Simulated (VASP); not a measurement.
# BaLi2S2 (P-3m1) in VASP: a series of runs, part 2 of 2

VASP 6.6.1. Earlier steps stand in the parts before.

## (3) Relaxation of cell and atoms, PBE

This run uses another cell than the first one, of 22.88 Å³/atom.

INCAR reads:

```
PREC = Accurate
ENCUT = 600
EDIFF = 1E-7
ISMEAR = 0
SIGMA = 0.02
LREAL = F
LASPH = T
NELM = 60
ALGO = Normal
ISIF = 3
LWAVE = F
LCHARG = F
GGA = PE
IBRION = 2
NSW = 100
EDIFFG = -0.01
```

KPOINTS reads:

```
regular mesh
0
Gamma
  6 6 4
```

POSCAR reads:

```
BaLi2S2
1.0
    4.3010913644      0.0000000000      0.0000000000
   -2.1505456822      3.7248543855      0.0000000000
    0.0000000000      0.0000000000      7.1405806741
Ba Li S
1 2 2
Direct
    0.0000000000      0.0000000000      0.0000000000
    0.6666666667      0.3333333333      0.6124304716
    0.3333333333      0.6666666667      0.3875695284
    0.6666666667      0.3333333333      0.2709425749
    0.3333333333      0.6666666667      0.7290574251
```

Potentials or basis: VASP PAW PBE potentials, release 64 (Ba_sv, Li_sv, S).

Launch:

```console
$ cat potpaw_PBE.64/Ba_sv/POTCAR potpaw_PBE.64/Li_sv/POTCAR potpaw_PBE.64/S/POTCAR > POTCAR
$ mpirun -np 1 vasp_std > vasp.out
```

OUTCAR:

```text
PREC = Accurate
   ENCUT = 600
   EDIFF = 1E-7
   ISMEAR = 0
   LREAL = F
   LASPH = T
   NELM = 60
   ISIF = 3
   GGA = PE
   IBRION = 2
   NSW = 100
   EDIFFG = -0.01

 ion  position               nearest neighbor table
   1  0.000  0.000  0.000-   4 3.15   5 3.15   5 3.15   4 3.15   4 3.15   5 3.15
   2  0.667  0.333  0.612-   4 2.44   5 2.62   5 2.62   5 2.62
   3  0.333  0.667  0.388-   5 2.44   4 2.62   4 2.62   4 2.62
   4  0.667  0.333  0.271-   2 2.44   3 2.62   3 2.62   3 2.62   1 3.15   1 3.15   1 3.15
   5  0.333  0.667  0.729-   3 2.44   2 2.62   2 2.62   2 2.62   1 3.15   1 3.15   1 3.15

  LATTYP: Found a hexagonal cell.
 ALAT       =     4.3010913644
 C/A-ratio  =     1.6601787940

  Lattice vectors:

 A1 = (   4.3010913644,   0.0000000000,   0.0000000000)
 A2 = (  -2.1505456822,   3.7248543855,   0.0000000000)
 A3 = (   0.0000000000,   0.0000000000,   7.1405806741)

Analysis of symmetry for initial positions (statically):
=====================================================================
 Subroutine PRICEL returns:
 Original cell was already a primitive cell.

 Routine SETGRP: Setting up the symmetry group for a
 hexagonal supercell.

 Subroutine GETGRP returns: Found 12 space group operations
 (whereof 12 operations were pure point group operations)
 out of a pool of 24 trial point group operations.

The static configuration has the point symmetry D_3d.

Analysis of symmetry for dynamics (positions and initial velocities):
=====================================================================
 Subroutine PRICEL returns:
 Original cell was already a primitive cell.

 Routine SETGRP: Setting up the symmetry group for a
 hexagonal supercell.

 Subroutine GETGRP returns: Found 12 space group operations
 (whereof 12 operations were pure point group operations)
 out of a pool of 24 trial point group operations.

The dynamic configuration has the point symmetry D_3d.

 Subroutine INISYM returns: Found 12 space group operations
 (whereof 12 operations are pure point group operations),
 and found     1 'primitive' translations

----------------------------------------------------------------------------------------

                                     Primitive cell

  volume of cell :     114.3988

  direct lattice vectors                    reciprocal lattice vectors
     4.301091364  0.000000000  0.000000000     0.232499130  0.134233435  0.000000000
    -2.150545682  3.724854386  0.000000000     0.000000000  0.268466871  0.000000000
     0.000000000  0.000000000  7.140580674     0.000000000  0.000000000  0.140044633

  length of vectors
     4.301091364  4.301091364  7.140580674     0.268466871  0.268466871  0.140044633

  position of ions in fractional coordinates (direct lattice)
     0.000000000  0.000000000  0.000000000
     0.666666667  0.333333333  0.612430472
     0.333333333  0.666666667  0.387569528
     0.666666667  0.333333333  0.270942575
     0.333333333  0.666666667  0.729057425

  ion indices of the primitive-cell ions
   primitive index   ion index
                 1           1
                 2           2
                 3           3
                 4           4
                 5           5

----------------------------------------------------------------------------------------

 KPOINTS: regular mesh

Automatic generation of k-mesh.
 Grid dimensions read from file:
 generate k-points for:    6    6    4

 Generating k-lattice:

  Cartesian coordinates                     Fractional coordinates (reciprocal lattice)
     0.038749855  0.022372239  0.000000000     0.166666667  0.000000000  0.000000000
     0.000000000  0.044744478  0.000000000     0.000000000  0.166666667  0.000000000
     0.000000000  0.000000000  0.035011158     0.000000000  0.000000000  0.250000000

  Length of vectors
     0.044744478  0.044744478  0.035011158

  Shift w.r.t. Gamma in fractional coordinates (k-lattice)
     0.000000000  0.000000000  0.000000000

 Subroutine IBZKPT returns following result:
 ===========================================

 Found     24 irreducible k-points:

 Following reciprocal coordinates:
            Coordinates               Weight
  0.000000  0.000000  0.000000      1.000000
  0.166667 -0.000000  0.000000      6.000000
  0.333333 -0.000000  0.000000      6.000000
  0.500000 -0.000000  0.000000      3.000000
  0.166667  0.166667  0.000000      6.000000
  0.333333  0.166667  0.000000     12.000000
[... 16 lines left out ...]
  0.333333  0.166667  0.500000     12.000000
  0.333333  0.333333  0.500000      2.000000
   k-points           NKPTS =     24   k-points in BZ     NKDIM =     24   number of bands    NBANDS=     18
   number of dos      NEDOS =    301   number of ions     NIONS =      5
   total plane-waves  NPLWV =  77760
   dimension x,y,z NGX =    36 NGY =   36 NGZ =   60
   dimension x,y,z NGXF=    72 NGYF=   72 NGZF=  120
   ions per type =               1   2   2
   NGX,Y,Z   is equivalent  to a cutoff of  13.91, 13.91, 13.97 a.u.
   NGXF,Y,Z  is equivalent  to a cutoff of  27.83, 27.83, 27.94 a.u.
 SYSTEM =  unknown system
   PREC   = accura    normal or accurate (medium, high low for compatibility)
   ISTART =      0    job   : 0-new  1-cont  2-samecut
   ICHARG =      2    charge: 1-file 2-atom 10-const
   ISPIN  =      1    spin polarized calculation?
   LNONCOLLINEAR =      F non collinear calculations
   LSORBIT =      F    spin-orbit coupling
   LASPH  =      T    aspherical Exc in radial PAW
   ENCUT  =  600.0 eV  44.10 Ry    6.64 a.u.   8.59  8.59 14.26*2*pi/ulx,y,z
   NELM   =     60;   NELMIN=  2; NELMDL= -5     # of ELM steps
   EDIFF  = 0.1E-06   stopping-criterion for ELM
   LREAL  =      F    real-space projection
   EDIFFG = -.1E-01   stopping-criterion for IOM
   NSW    =    100    number of steps for IOM
   IBRION =      2    ionic relax: 0-MD 1-quasi-New 2-CG
   NFREE  =      1    steps in history (QN), initial steepest desc. (CG)
   ISIF   =      3    stress and relaxation
   ISYM   =      2    0-nonsym 1-usesym 2-fastsym
   POTIM  = 0.5000    time-step for ionic-motion
   TEBEG  =    0.0;   TEEND  =   0.0 temperature during run
   PSTRESS=    0.0 pullay stress
   NELECT =      28.0000    total number of electrons
   NUPDOWN=      -1.0000    fix difference up-down
   EMIN   =  10.00;   EMAX   =-10.00  energy-range for DOS
   EFERMI =   0.00;   METHOD = LEGACY
   ISMEAR =     0;   SIGMA  =   0.02  broadening in eV -4-tet -1-fermi 0-gaus
   EFERMI_NEDOS =   21; number of points for ismear=-14 and -15
   IALGO  =     38    algorithm
   IMIX   =      4    mixing-type and parameters
     AMIX     =   0.40;   BMIX     =  1.00
     AMIX_MAG =   1.60;   BMIX_MAG =  1.00
  volume/ion in A,a.u.               =      22.88       154.40
  Fermi-wavevector in a.u.,A,eV,Ry     =   1.024048  1.935170 14.268082  1.048674
  Thomas-Fermi vector in A             =   2.157814
   LORBIT       =      0    0 simple, 1 ext, 2 COOP (PROOUT), +10 PAW based schemes
   GGA     = PE    functional components
   LHFCALC =     F    Hartree Fock is set to
   AEXX    =    0.0000 exact exchange contribution
   IVDW    =     0    specifies the selected vdW correction
   LEPSILON=     F    determine dielectric tensor
   LRPA    =     F    only Hartree local field effects (RPA)
 conjugate gradient relaxation of ions
 non-spin polarized calculation
 Gauss-broadening in eV      SIGMA  =   0.02
  energy-cutoff  :      600.00
  volume of cell :      114.40
 maximum number of plane-waves:      3851
 NGX is ok and might be reduce to    36
   NGX = 17   NGY = 17   NGZ = 29

--------------------------------------- Ionic step        1  -------------------------------------------

 number of electron      27.9999994 magnetization

 Free energy of the ion-electron system (eV)
  ---------------------------------------------------
  ext. energy  EPLUGINS =         0.00000000
  ---------------------------------------------------
  free energy    TOTEN  =       -21.92817551 eV

  energy without entropy =      -21.92817551  energy(sigma->0) =      -21.92817551

------------------------ aborting loop because EDIFF is reached ----------------------------------------

  FORCE on cell =-STRESS in cart. coord.  units (eV):
  Direction    XX          YY          ZZ          XY          YZ          ZX
  --------------------------------------------------------------------------------------
  -------------------------------------------------------------------------------------
  Total        0.2470908      0.2470908      0.1891551      0.0000000      0.0000000      0.0000000
  in kB        3.4605545      3.4605545      2.6491535      0.0000000      0.0000000      0.0000000
  external PRESSURE =       3.1900875 kB  Pullay stress =       0.0000000 kB
[... 141 lines left out ...]
  energy  without entropy=      -21.9301461326  energy(sigma->0) =      -21.93014613

--------------------------------------- Ionic step        5  -------------------------------------------

 number of electron      27.9999995 magnetization

 Free energy of the ion-electron system (eV)
  ---------------------------------------------------
  ext. energy  EPLUGINS =         0.00000000
  ---------------------------------------------------
  free energy    TOTEN  =       -21.93021086 eV

  energy without entropy =      -21.93021086  energy(sigma->0) =      -21.93021086

 E-fermi :   1.3679     XC(G=0):  -8.4461

 val. band max:        1.2857133193   @ k =   0.0000   0.0000   0.0000
 cond. band min:       4.0157991861   @ k =   0.5000  -0.0000   0.0000
 fundamental gap:      2.7300858669
 Fermi energy:         1.3678986981

 k-point     1 :       0.0000    0.0000    0.0000
  band No.  band energies     occupation
      1     -43.1092      2.00000
      2     -43.0957      2.00000
      3     -24.8389      2.00000
      4     -10.7453      2.00000
      5      -9.8921      2.00000
      6      -9.8921      2.00000
[... 10 lines left out ...]
     17       5.9984      0.00000
     18       5.9984      0.00000
[... 513 lines left out ...]
  FREE ENERGIE OF THE ION-ELECTRON SYSTEM (eV)
  ---------------------------------------------------
  free  energy   TOTEN  =       -21.9302108597 eV

  energy  without entropy=      -21.9302108596  energy(sigma->0) =      -21.93021086

 reached required accuracy - stopping structural energy minimisation
```

OSZICAR:

```text
N       E                     dE             d eps       ncg     rms          rms(c)
DAV:   1     0.200867137130E+03    0.20087E+03   -0.13655E+04   864   0.163E+03
DAV:   2    -0.306593261325E+01   -0.20393E+03   -0.19874E+03  1304   0.314E+02
DAV:   3    -0.203378539015E+02   -0.17272E+02   -0.17228E+02  1102   0.845E+01
[... 49 lines left out ...]
DAV:   4    -0.219302074322E+02    0.11648E-04   -0.54433E-05  1388   0.425E-02    0.138E-02
DAV:   5    -0.219302096811E+02   -0.22489E-05   -0.55770E-06  1308   0.134E-02    0.451E-03
DAV:   6    -0.219302104768E+02   -0.79571E-06   -0.55827E-07  1154   0.416E-03    0.239E-03
DAV:   7    -0.219302109489E+02   -0.47207E-06   -0.90984E-08   638   0.254E-03    0.359E-04
DAV:   8    -0.219302108597E+02    0.89240E-07   -0.24324E-08   504   0.111E-03
   5 F= -.21930211E+02 E0= -.21930211E+02  d E =-.265422E-03
```

Run time: 3.6 min. Hardware: 1 thread of Intel Xeon Platinum 8375C at 2.90GHz (Ice Lake), shared host; peak memory 0.3 GiB.

Results:

```yaml
Free_energy: -21.9302 eV
Relaxed_volume: 23.03 Å³/atom
Relaxed_cell: a = 4.313 Å, b = 4.313 Å, c = 7.147 Å, α = 90.00°, β = 90.00°, γ = 120.00°
Space_group_after_relaxing_to_0.1_Å: P-3m1 (No. 164)
Energy_gained_by_relaxing: 0.4 meV/atom
Ionic_steps: 5
Pressure_after_relaxing: 0.0 GPa
Band_gap_on_the_k_mesh: 2.73 eV (least direct gap 3.04 eV)
```

The path:
```
step  energy change (eV)  largest force (eV/Å)  pressure (GPa)  volume (Å³)
   1              0.0000                0.1087            0.32       114.40
   2             -0.0017                0.0550            0.02       115.15
   3             -0.0018                0.0352           -0.09       115.44
   4             -0.0020                0.0185           -0.05       115.30
   5             -0.0020                0.0017            0.00       115.14
```

Final structure:
```
Ba Li S
1.0
     4.31290    0.00000    0.00000
    -2.15645    3.73508    0.00000
     0.00000    0.00000    7.14731
Ba Li S
1 2 2
Direct
  0.00000 0.00000 0.00000
  0.66667 0.33333 0.61216
  0.33333 0.66667 0.38784
  0.66667 0.33333 0.27266
  0.33333 0.66667 0.72734
```

Levels at points of the mesh, in eV from the valence-band top:
| k point | band 11 | band 12 | band 13 | band 14 | band 15 | band 16 | band 17 | band 18 |
| --- | --- | --- | --- | --- | --- | --- | --- | --- |
| (0.00, 0.00, 0.00) | -0.79 | -0.09 | 0.00 | 0.00 | 3.50 | 4.06 | 4.71 | 4.71 |
| (0.50, 0.00, 0.00) | -1.18 | -0.79 | -0.77 | -0.75 | 2.73 | 5.82 | 5.96 | 6.65 |
| (0.00, 0.00, 0.50) | -0.56 | -0.56 | -0.32 | -0.32 | 4.14 | 4.53 | 4.53 | 4.71 |
| (0.50, 0.00, 0.50) | -1.35 | -1.20 | -0.33 | -0.22 | 2.82 | 4.61 | 5.80 | 6.08 |

Caveat: the cutoff is under 1.25 times the usual one of these potentials, so pressure, stress and relaxed cells hold a basis-set (Pulay) error; spin-orbit coupling is left out, which moves the levels of the heavy elements. A k mesh can miss the band edges.

## (4) Relaxation of shape and atoms at fixed volume, PBE (23.53 Å³/atom)

This run uses another cell than the first one, of 23.53 Å³/atom.

INCAR reads:

```
ALGO = Normal
EDIFF = 1E-7
EDIFFG = -0.01
ENCUT = 600
GGA = PE
IBRION = 2
ISIF = 4
ISMEAR = 0
LASPH = T
LCHARG = F
LREAL = F
LWAVE = F
NELM = 80
NSW = 50
PREC = Accurate
SIGMA = 0.02
```

KPOINTS reads:

```
k-points
0
Gamma
  6 6 4
```

POSCAR reads:

```
BaLi2S2
1.0
    4.3413182142      0.0000000000      0.0000000000
   -2.1706591071      3.7596918594      0.0000000000
    0.0000000000      0.0000000000      7.2068474628
Ba Li S
1 2 2
Direct
    0.0000000000      0.0000000000      0.0000000000
    0.6666666667      0.3333333333      0.6124315810
    0.3333333333      0.6666666667      0.3875684190
    0.6666666667      0.3333333333      0.2715804585
    0.3333333333      0.6666666667      0.7284195415
```

Launch:

```console
$ cat potpaw_PBE.64/Ba_sv/POTCAR potpaw_PBE.64/Li_sv/POTCAR potpaw_PBE.64/S/POTCAR > POTCAR
$ mpirun -np 1 vasp_std > vasp.out
```

Run time: 2.9 min. Hardware: 1 thread of Intel Xeon Platinum 8375C at 2.90GHz (Ice Lake), shared host; peak memory 0.3 GiB.

It converged, with:

```
Free energy                  : -21.9251 eV
Energy gained by relaxing    : 0.1 meV/atom
Ionic steps                  : 4
Pressure after relaxing      : -0.8 GPa
Largest force after relaxing : 0.009 eV/Å
Band gap on the k mesh       : 2.76 eV (least direct gap 3.07 eV)
```

Forces in eV/Å, atoms in the order of the input:
```
Ba   0.000  0.000  0.000
Li   0.000  0.000 -0.009
Li   0.000  0.000  0.009
S    0.000  0.000 -0.005
S    0.000  0.000  0.005
```

Step by step:
```
step  energy change (eV)  largest force (eV/Å)  pressure (GPa)  volume (Å³)
   1              0.0000                0.0239           -0.81       117.63
   2             -0.0002                0.0194           -0.80       117.63
   3             -0.0004                0.0113           -0.79       117.63
   4             -0.0004                0.0088           -0.79       117.63
```

Final structure:
```
CELL_PARAMETERS angstrom
4.34857 0.00000 0.00000
-2.17428 3.76597 0.00000
0.00000 0.00000 7.18284
ATOMIC_POSITIONS crystal
Ba 0.00000 0.00000 0.00000
Li 0.66667 0.33333 0.61190
Li 0.33333 0.66667 0.38810
S 0.66667 0.33333 0.27192
S 0.33333 0.66667 0.72808
```

Levels at points of the mesh, in eV from the valence-band top:
| k point | band 10 | band 11 | band 12 | band 13 | band 14 | band 15 | band 16 | band 17 | band 18 |
| --- | --- | --- | --- | --- | --- | --- | --- | --- | --- |
| (0.00, 0.00, 0.00) | -0.77 | -0.77 | -0.09 | 0.00 | 0.00 | 3.44 | 4.04 | 4.69 | 4.69 |
| (0.50, 0.00, 0.00) | -1.18 | -1.15 | -0.79 | -0.74 | -0.73 | 2.76 | 5.77 | 5.88 | 6.58 |
| (0.00, 0.00, 0.50) | -1.26 | -0.55 | -0.55 | -0.30 | -0.30 | 4.15 | 4.52 | 4.52 | 4.62 |
| (0.50, 0.00, 0.50) | -1.57 | -1.30 | -1.16 | -0.33 | -0.21 | 2.86 | 4.58 | 5.71 | 6.05 |

Caveat: the cutoff is under 1.25 times the usual one of these potentials, so pressure, stress and relaxed cells hold a basis-set (Pulay) error; spin-orbit coupling is left out, which moves the levels of the heavy elements.

## (5) The runs side by side

| task | cell | gap on the mesh (eV) | pressure (GPa) | largest force (eV/Å) |
| --- | --- | --- | --- | --- |
| relaxation of shape and atoms at fixed volume | relaxed from a = 4.255, b = 4.255, c = 7.064 Å, angles 90.0, 90.0, 120.0°, 5 atoms, atomic positions A | 2.66 | 1.6 | 0.01 |
| relaxation of cell and atoms | relaxed from a = 4.301, b = 4.301, c = 7.141 Å, angles 90.0, 90.0, 120.0°, 5 atoms, atomic positions B | 2.73 | 0.0 | - |
| relaxation of shape and atoms at fixed volume | relaxed from a = 4.341, b = 4.341, c = 7.207 Å, angles 90.0, 90.0, 120.0°, 5 atoms, atomic positions A | 2.76 | -0.8 | 0.01 |

Alike in all rows: level PBE; potentials or basis VASP PAW PBE potentials, release 64 (Ba_sv, Li_sv, S); no spin polarisation; k mesh 6 × 6 × 4; cutoff (eV) 600; smearing gaussian 0.02 eV.

Caveats: the cutoff is under 1.25 times the usual one of these potentials, so pressure, stress and relaxed cells hold a basis-set (Pulay) error; spin-orbit coupling is left out, which moves the levels of the heavy elements.

Absolute energies hang on the potentials; compare differences alone.
